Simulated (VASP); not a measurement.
# Pt (R-3m) in VASP: a series of runs

Pt is run at these levels: LDA; tasks: single point.

Program: VASP 6.6.1. These are calculated values, not measurements. Logs are shortened: lines on timing, memory, paths and dates and some standing lists are left out, and cuts for length are marked.

## Step 1: The cell of the first run

It takes space group R-3m (No. 166, trigonal). The conventional cell has a = 3.454 Å, b = 3.454 Å, c = 4.677 Å, α = 90.00°, β = 90.00°, γ = 120.00°. Within 3.3 Å of Pt (site symmetry -3m) lie 6 Pt at 2.53 Å.

## Step 2: Single point, LDA (16.11 Å³/atom)

Contents of INCAR:

```
SYSTEM = Pt
PREC = Accurate
ENCUT = 520
EDIFF = 1E-7
ISMEAR = 0
SIGMA = 0.15
LREAL = .FALSE.
LASPH = .TRUE.
NELM = 100
ALGO = Fast
ISIF = 2
LWAVE = .FALSE.
LCHARG = .FALSE.
NBANDS = 11
```

Contents of KPOINTS:

```
regular mesh
0
G
  22 22 22
  0 0 0
```

Contents of POSCAR:

```
Pt
1.0
   -0.7281635360      1.7141089308      1.7141089308
    1.7141089308     -0.7281635360      1.7141089308
    1.7141089308      1.7141089308     -0.7281635360
Pt
1
Direct
    0.0000000000      0.0000000000      0.0000000000
```

Potentials or basis: VASP PAW LDA potentials, release 64 (Pt).

Command:

```
cat potpaw_LDA.64/Pt/POTCAR > POTCAR
mpirun -np 1 vasp_std > vasp.out
```

OUTCAR:

```text
SYSTEM = Pt
   PREC = Accurate
   ENCUT = 520
   EDIFF = 1E-7
   ISMEAR = 0
   LREAL = .FALSE.
   LASPH = .TRUE.
   NELM = 100
   ISIF = 2

 ion  position               nearest neighbor table
   1  0.000  0.000  0.000-

  LATTYP: Found a trigonal (rhomboedric) cell.
 ALAT       =     2.5311185252
 COS(alpha) =     0.0689708858

  Lattice vectors:

 A1 = (  -0.7281635360,   1.7141089308,   1.7141089308)
 A2 = (   1.7141089308,  -0.7281635360,   1.7141089308)
 A3 = (   1.7141089308,   1.7141089308,  -0.7281635360)

Analysis of symmetry for initial positions (statically):
=====================================================================
 Subroutine PRICEL returns:
 Original cell was already a primitive cell.

 Routine SETGRP: Setting up the symmetry group for a
 trigonal (rhombohedral) supercell.

 Subroutine GETGRP returns: Found 12 space group operations
 (whereof 12 operations were pure point group operations)
 out of a pool of 12 trial point group operations.

The static configuration has the point symmetry D_3d.

Analysis of symmetry for dynamics (positions and initial velocities):
=====================================================================
 Subroutine PRICEL returns:
 Original cell was already a primitive cell.

 Routine SETGRP: Setting up the symmetry group for a
 trigonal (rhombohedral) supercell.

 Subroutine GETGRP returns: Found 12 space group operations
 (whereof 12 operations were pure point group operations)
 out of a pool of 12 trial point group operations.

The dynamic configuration has the point symmetry D_3d.

 Subroutine INISYM returns: Found 12 space group operations
 (whereof 12 operations are pure point group operations),
 and found     1 'primitive' translations

----------------------------------------------------------------------------------------

                                     Primitive cell

  volume of cell :      16.1050

  direct lattice vectors                    reciprocal lattice vectors
    -0.728163536  1.714108931  1.714108931    -0.149515510  0.259939214  0.259939214
     1.714108931 -0.728163536  1.714108931     0.259939214 -0.149515510  0.259939214
     1.714108931  1.714108931 -0.728163536     0.259939214  0.259939214 -0.149515510

  length of vectors
     2.531118525  2.531118525  2.531118525     0.396852212  0.396852212  0.396852212

  position of ions in fractional coordinates (direct lattice)
     0.000000000  0.000000000  0.000000000

  ion indices of the primitive-cell ions
   primitive index   ion index
                 1           1

----------------------------------------------------------------------------------------

 KPOINTS: regular mesh

Automatic generation of k-mesh.
 Grid dimensions read from file:
 generate k-points for:   22   22   22

 Generating k-lattice:

  Cartesian coordinates                     Fractional coordinates (reciprocal lattice)
    -0.006796160  0.011815419  0.011815419     0.045454545  0.000000000  0.000000000
     0.011815419 -0.006796160  0.011815419     0.000000000  0.045454545  0.000000000
     0.011815419  0.011815419 -0.006796160     0.000000000  0.000000000  0.045454545

  Length of vectors
     0.018038737  0.018038737  0.018038737

  Shift w.r.t. Gamma in fractional coordinates (k-lattice)
     0.000000000  0.000000000  0.000000000

 Subroutine IBZKPT returns following result:
 ===========================================

 Found   1024 irreducible k-points:

 Following reciprocal coordinates:
            Coordinates               Weight
  0.000000  0.000000  0.000000      1.000000
  0.045455  0.000000  0.000000      6.000000
  0.090909  0.000000  0.000000      6.000000
  0.136364  0.000000  0.000000      6.000000
  0.181818  0.000000  0.000000      6.000000
  0.227273  0.000000  0.000000      6.000000
[... 16 lines left out ...]
  0.500000  0.045455 -0.000000     12.000000
 -0.454545  0.045455  0.000000     12.000000
 [... further k-points ...]
   k-points           NKPTS =   1024   k-points in BZ     NKDIM =   1024   number of bands    NBANDS=     11
   number of dos      NEDOS =    301   number of ions     NIONS =      1
   total plane-waves  NPLWV =   8000
   dimension x,y,z NGX =    20 NGY =   20 NGZ =   20
   dimension x,y,z NGXF=    40 NGYF=   40 NGZF=   40
   ions per type =               1
   NGX,Y,Z   is equivalent  to a cutoff of  13.14, 13.14, 13.14 a.u.
   NGXF,Y,Z  is equivalent  to a cutoff of  26.27, 26.27, 26.27 a.u.
 SYSTEM =  Pt
   PREC   = accura    normal or accurate (medium, high low for compatibility)
   ISTART =      0    job   : 0-new  1-cont  2-samecut
   ICHARG =      2    charge: 1-file 2-atom 10-const
   ISPIN  =      1    spin polarized calculation?
   LNONCOLLINEAR =      F non collinear calculations
   LSORBIT =      F    spin-orbit coupling
   LASPH  =      T    aspherical Exc in radial PAW
   ENCUT  =  520.0 eV  38.22 Ry    6.18 a.u.   4.71  4.71  4.71*2*pi/ulx,y,z
   NELM   =    100;   NELMIN=  2; NELMDL= -5     # of ELM steps
   EDIFF  = 0.1E-06   stopping-criterion for ELM
   LREAL  =      F    real-space projection
   EDIFFG = 0.1E-05   stopping-criterion for IOM
   NSW    =      0    number of steps for IOM
   IBRION =     -1    ionic relax: 0-MD 1-quasi-New 2-CG
   NFREE  =      0    steps in history (QN), initial steepest desc. (CG)
   ISIF   =      2    stress and relaxation
   ISYM   =      2    0-nonsym 1-usesym 2-fastsym
   POTIM  = 0.5000    time-step for ionic-motion
   TEBEG  =    0.0;   TEEND  =   0.0 temperature during run
   PSTRESS=    0.0 pullay stress
   NELECT =      10.0000    total number of electrons
   NUPDOWN=      -1.0000    fix difference up-down
   EMIN   =  10.00;   EMAX   =-10.00  energy-range for DOS
   EFERMI =   0.00;   METHOD = LEGACY
   ISMEAR =     0;   SIGMA  =   0.15  broadening in eV -4-tet -1-fermi 0-gaus
   EFERMI_NEDOS =   21; number of points for ismear=-14 and -15
   IALGO  =     68    algorithm
   IMIX   =      4    mixing-type and parameters
     AMIX     =   0.40;   BMIX     =  1.00
     AMIX_MAG =   1.60;   BMIX_MAG =  1.00
  volume/ion in A,a.u.               =      16.11       108.68
  Fermi-wavevector in a.u.,A,eV,Ry     =   1.396651  2.639288 26.539990  1.950634
  Thomas-Fermi vector in A             =   2.519984
   LORBIT       =      0    0 simple, 1 ext, 2 COOP (PROOUT), +10 PAW based schemes
   GGA     = CA    functional components
   LHFCALC =     F    Hartree Fock is set to
   AEXX    =    0.0000 exact exchange contribution
   IVDW    =     0    specifies the selected vdW correction
   LEPSILON=     F    determine dielectric tensor
   LRPA    =     F    only Hartree local field effects (RPA)
 non-spin polarized calculation
 RMM-DIIS sequential band-by-band and
 Gauss-broadening in eV      SIGMA  =   0.15
  energy-cutoff  :      520.00
  volume of cell :       16.11
 maximum number of plane-waves:       446
   NGX =  9   NGY =  9   NGZ =  9

 number of electron      10.0000002 magnetization

 Free energy of the ion-electron system (eV)
  ---------------------------------------------------
  ext. energy  EPLUGINS =         0.00000000
  ---------------------------------------------------
  free energy    TOTEN  =        -6.92796565 eV

  energy without entropy =       -6.91422026  energy(sigma->0) =       -6.92109296

 E-fermi :   9.9453     XC(G=0): -13.1711

 val. band max:        9.9445512250   @ k =  -0.1364  -0.4091   0.0909
 cond. band min:       9.9489285805   @ k =  -0.0909   0.0909   0.0455
 fundamental gap:      0.0043773555
 Fermi energy:         9.9452600835

 k-point     1 :       0.0000    0.0000    0.0000
  band No.  band energies     occupation
      1       0.4552      2.00000
      2       3.3687      2.00000
      3       3.3687      2.00000
      4      10.2721      0.00206
      5      10.2721      0.00206
      6      10.3751      0.00005
      7      25.0605      0.00000
      8      26.0791      0.00000
      9      26.0791      0.00000
     10      32.3698      0.00000
     11      35.1212      0.00000

 k-point     2 :       0.0455    0.0000    0.0000
  band No.  band energies     occupation
      1       0.5213      2.00000
      2       3.3811      2.00000
      3       3.4286      2.00000
      4      10.2068      0.01366
      5      10.2441      0.00485
      6      10.3448      0.00017
      7      24.9844      0.00000
      8      25.8187      0.00000
      9      26.2109      0.00000
     10      32.6897      0.00000
     11      34.4648      0.00000

 k-point     3 :       0.0909    0.0000    0.0000
  band No.  band energies     occupation
      1       0.7122      2.00000
      2       3.4174      2.00000
      3       3.6114      2.00000
      4      10.0213      0.47367
      5      10.0906      0.17056
      6      10.3332      0.00026
      7      24.2212      0.00000
      8      25.8259      0.00000
      9      26.5932      0.00000
     10      33.2535      0.00000
     11      33.2742      0.00000

 k-point     4 :       0.1364    0.0000    0.0000
  band No.  band energies     occupation
      1       1.0061      2.00000
      2       3.4749      2.00000
      3       3.9248      2.00000
      4       9.7426      1.94401
      5       9.8283      1.72978
      6      10.3492      0.00014
      7      22.9530      0.00000
      8      26.2559      0.00000
      9      27.1907      0.00000
     10      32.0303      0.00000
     11      33.5820      0.00000
[... 239 lines left out ...]
 k-point    22 :       0.4545    0.0455    0.0000
  band No.  band energies     occupation
      1       3.2696      2.00000
      2       4.0374      2.00000
      3       7.4144      2.00000
      4       7.9271      2.00000
      5       9.2207      2.00000
      6      10.4837      0.00000
      7      15.3979      0.00000
      8      26.5972      0.00000
      9      29.5152      0.00000
     10      31.3123      0.00000
     11      32.9094      0.00000

 k-point    23 :       0.5000    0.0455   -0.0000
  band No.  band energies     occupation
      1       3.3207      2.00000
      2       4.0474      2.00000
      3       7.4724      2.00000
      4       7.9103      2.00000
      5       9.3587      2.00000
      6      10.4852      0.00000
      7      15.1547      0.00000
      8      26.4651      0.00000
      9      29.2103      0.00000
     10      31.5704      0.00000
     11      33.0789      0.00000

 k-point    24 :      -0.4545    0.0455    0.0000
  band No.  band energies     occupation
      1       3.2697      2.00000
      2       4.0317      2.00000
      3       7.5501      2.00000
      4       7.9663      2.00000
      5       9.0988      2.00000
      6      10.4772      0.00000
      7      15.3560      0.00000
      8      26.5178      0.00000
      9      29.0878      0.00000
     10      31.7696      0.00000
     11      32.9299      0.00000

 [... further k-points ...]
[... 5 lines left out ...]
  --------------------------------------------------------------------------------------
  -------------------------------------------------------------------------------------
  Total        1.3542017      1.3542017      1.3542017     -0.0372357     -0.0372357     -0.0372357
  in kB      134.7203541    134.7203541    134.7203541     -3.7043306     -3.7043306     -3.7043306
  external PRESSURE =     134.7203541 kB  Pullay stress =       0.0000000 kB

 VOLUME and BASIS-vectors are now :
 -----------------------------------------------------------------------------
  energy-cutoff  :      520.00
  volume of cell :       16.11
      direct lattice vectors                 reciprocal lattice vectors
    -0.728163536  1.714108931  1.714108931    -0.149515510  0.259939214  0.259939214
     1.714108931 -0.728163536  1.714108931     0.259939214 -0.149515510  0.259939214
     1.714108931  1.714108931 -0.728163536     0.259939214  0.259939214 -0.149515510

 POSITION                                       TOTAL-FORCE (eV/Angst)
 -----------------------------------------------------------------------------------
      0.00000      0.00000      0.00000        -0.000000      0.000000      0.000000
 -----------------------------------------------------------------------------------
    total drift:                                0.000000      0.000000      0.000000

  FREE ENERGIE OF THE ION-ELECTRON SYSTEM (eV)
  ---------------------------------------------------
  free  energy   TOTEN  =        -6.9279656513 eV

  energy  without entropy=       -6.9142202593  energy(sigma->0) =       -6.92109296
```

Wall time 62 s (1 thread of Intel Xeon 6975P-C (Granite Rapids), shared host); peak memory 0.28 GiB.

Results:

- Free energy: -6.9280 eV
- Pressure: 13.5 GPa
- Band gap on the k mesh: zero (bands 5 and 6 overlap by 4.09 eV)

Stress tensor (GPa, compression positive):
```
13.47 -0.37 -0.37
-0.37 13.47 -0.37
-0.37 -0.37 13.47
```

Caveat: the cell stands under pressure; spin-orbit coupling is left out, which moves the levels of the heavy elements.

## Step 3: Single point, LDA (16.10 Å³/atom)

Contents of INCAR:

```
ALGO     = Fast           # electronic algorithm
EDIFF    = 1E-6           # SCF threshold, eV
ENCUT    = 520            # plane-wave cutoff, eV
ISIF     = 2              # what is computed and relaxed
ISMEAR   = 0              # smearing method
LASPH    = T              # aspherical terms in the spheres
LCHARG   = F              # write CHGCAR
LREAL    = F              # projectors in reciprocal space
LWAVE    = F              # write WAVECAR
NBANDS   = 11             # bands
NELM     = 100            # most SCF steps
PREC     = Accurate       # precision mode
SIGMA    = 0.15           # smearing width, eV
```

Contents of KPOINTS:

```
k-points
0
Gamma
  22 22 22
```

Contents of POSCAR:

```
Pt
1.0
   -2.0140316564      1.6175806466      1.6175806466
    1.6175806466     -2.0140316564      1.6175806466
    1.6175806466      1.6175806466     -2.0140316564
Pt
1
Direct
    0.0000000000      0.0000000000      0.0000000000
```

Potentials or basis: VASP PAW LDA potentials, release 64 (Pt).

Command:

```
cat potpaw_LDA.64/Pt/POTCAR > POTCAR
mpirun -np 1 vasp_std > vasp.out
```

OUTCAR:

```text
EDIFF = 1E-6
   ENCUT = 520
   ISIF = 2
   ISMEAR = 0
   LASPH = T
   LREAL = F
   NELM = 100
   PREC = Accurate

 ion  position               nearest neighbor table
   1  0.000  0.000  0.000-

  LATTYP: Found a trigonal (rhomboedric) cell.
 ALAT       =     3.0478611861
 COS(alpha) =    -0.4197392560

  Lattice vectors:

 A1 = (  -2.0140316564,   1.6175806466,   1.6175806466)
 A2 = (   1.6175806466,  -2.0140316564,   1.6175806466)
 A3 = (   1.6175806466,   1.6175806466,  -2.0140316564)

Analysis of symmetry for initial positions (statically):
=====================================================================
 Subroutine PRICEL returns:
 Original cell was already a primitive cell.

 Routine SETGRP: Setting up the symmetry group for a
 trigonal (rhombohedral) supercell.

 Subroutine GETGRP returns: Found 12 space group operations
 (whereof 12 operations were pure point group operations)
 out of a pool of 12 trial point group operations.

The static configuration has the point symmetry D_3d.

Analysis of symmetry for dynamics (positions and initial velocities):
=====================================================================
[... 167 lines left out ...]
      2       1.8772      2.00000
      3       6.2711      2.00000
      4       6.2711      2.00000
      5      11.2710      0.00000
      6      11.2710      0.00000
      7      22.9942      0.00000
      8      25.3248      0.00000
      9      25.3248      0.00000
     10      34.3523      0.00000
     11      34.3523      0.00000
[... 309 lines left out ...]
 k-point    24 :      -0.4545    0.0455    0.0000
  band No.  band energies     occupation
      1       2.7587      2.00000
      2       3.9727      2.00000
      3       7.8418      2.00000
      4       8.1868      2.00000
      5      10.1765      1.99957
      6      12.3840      0.00000
      7      22.1919      0.00000
      8      22.9140      0.00000
      9      26.0667      0.00000
     10      31.7818      0.00000
     11      32.6012      0.00000

 [... further k-points ...]

------------------------ aborting loop because EDIFF is reached ----------------------------------------

  FORCE on cell =-STRESS in cart. coord.  units (eV):
  Direction    XX          YY          ZZ          XY          YZ          ZX
  --------------------------------------------------------------------------------------
  -------------------------------------------------------------------------------------
  Total        5.6443387      5.6443387      5.6443387      7.3076983      7.3076983      7.3076983
  in kB      561.5170092    561.5170092    561.5170092    726.9933871    726.9933871    726.9933871
  external PRESSURE =     561.5170092 kB  Pullay stress =       0.0000000 kB

 VOLUME and BASIS-vectors are now :
 -----------------------------------------------------------------------------
  energy-cutoff  :      520.00
  volume of cell :       16.10
      direct lattice vectors                 reciprocal lattice vectors
    -2.014031656  1.617580647  1.617580647     0.089398098  0.364757887  0.364757887
     1.617580647 -2.014031656  1.617580647     0.364757887  0.089398098  0.364757887
     1.617580647  1.617580647 -2.014031656     0.364757887  0.364757887  0.089398098

 POSITION                                       TOTAL-FORCE (eV/Angst)
 -----------------------------------------------------------------------------------
      0.00000      0.00000      0.00000        -0.000000      0.000000     -0.000000
 -----------------------------------------------------------------------------------
    total drift:                                0.000000      0.000000     -0.000000

  FREE ENERGIE OF THE ION-ELECTRON SYSTEM (eV)
  ---------------------------------------------------
  free  energy   TOTEN  =        -5.0831059762 eV

  energy  without entropy=       -5.0744020960  energy(sigma->0) =       -5.07875404
```

OSZICAR:

```text
N       E                     dE             d eps       ncg     rms          rms(c)
DAV:   1     0.415643078097E+02    0.41564E+02   -0.53469E+03 23056   0.839E+02
DAV:   2    -0.481222046707E+01   -0.46377E+02   -0.44472E+02 25795   0.178E+02
DAV:   3    -0.543639566084E+01   -0.62418E+00   -0.62287E+00 26890   0.200E+01
DAV:   4    -0.543921967630E+01   -0.28240E-02   -0.28238E-02 25843   0.154E+00
DAV:   5    -0.543924584514E+01   -0.26169E-04   -0.26167E-04 26649   0.137E-01    0.183E+01
RMM:   6    -0.514246840266E+01    0.29678E+00   -0.22685E-01 22614   0.392E+00    0.108E+01
RMM:   7    -0.508814864768E+01    0.54320E-01   -0.49728E-02 24026   0.196E+00    0.291E+00
RMM:   8    -0.508310522119E+01    0.50434E-02   -0.10033E-02 24825   0.890E-01    0.238E-01
RMM:   9    -0.508309824585E+01    0.69753E-05   -0.63557E-04 27248   0.195E-01    0.867E-02
RMM:  10    -0.508310490826E+01   -0.66624E-05   -0.10493E-04 26626   0.734E-02    0.590E-02
RMM:  11    -0.508310583684E+01   -0.92858E-06   -0.27410E-05 26678   0.330E-02    0.221E-02
RMM:  12    -0.508310597622E+01   -0.13939E-06   -0.44713E-06 22681   0.152E-02
   1 F= -.50831060E+01 E0= -.50787540E+01  d E =-.870388E-02
```

stdout:

```text
POSCAR found type information on POSCAR Pt
 POSCAR found :  1 types and       1 ions
 scaLAPACK will be used
 LDA part: xc-table for (Slater(with rela. corr.)+CA(PZ))
 , standard interpolation
 POSCAR, INCAR and KPOINTS ok, starting setup
 FFT: planning ... GRIDC
 FFT: planning ... GRID_SOFT
 FFT: planning ... GRID
 WAVECAR not read
 entering main loop
```

Wall time 58 s (1 thread of Intel Xeon 6975P-C (Granite Rapids), shared host); peak memory 0.29 GiB.

What came out:

- Free energy: -5.0831 eV
- Pressure: 56.2 GPa
- Band gap on the k mesh: zero (bands 5 and 6 overlap by 4.99 eV)

Caveat: the cell stands under pressure; spin-orbit coupling is left out, which moves the levels of the heavy elements.

(Continued in part 2 of 2.)
